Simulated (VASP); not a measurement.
WS2 (Tungstenite):

```
W S
1.0
     3.18000    0.00000    0.00000
    -1.59000    2.75396    0.00000
     0.00000    0.00000   12.50000
W S
2 4
Direct
  0.66667 0.33333 0.75000
  0.33333 0.66667 0.25000
  0.66667 0.33333 0.37500
  0.33333 0.66667 0.87500
  0.66667 0.33333 0.12500
  0.33333 0.66667 0.62500
```

Base run:

- Program: VASP 6.6.1
- Functional: PBE
- Potentials or basis: VASP PAW PBE potentials, release 64 (W_sv, S)
- Cutoff: 520 eV
- k mesh: 8 × 8 × 2
- Occupations: methfessel-paxton, width 0.1 eV
- Spin: no spin polarisation

Its results: band gap on the k mesh 1.20 eV, indirect (least direct gap 2.19 eV); pressure 2.2 GPa; largest force 0.132 eV/Å.

The run is repeated on the same cell with these changes: k mesh from 8 × 8 × 2 to 10 × 10 × 3; occupations from methfessel-paxton, width 0.1 eV to gaussian, width 0.015 eV. What comes out?

Band gap on the k mesh 1.14 eV, indirect (least direct gap 2.09 eV); pressure 2.2 GPa; largest force 0.132 eV/Å.

Caveats: spin-orbit coupling is left out, which moves the levels of the heavy elements; this functional lacks dispersion, which binds the layers, so the pressure and a relaxed spacing across them are unreliable.

A k mesh can miss the band edges.
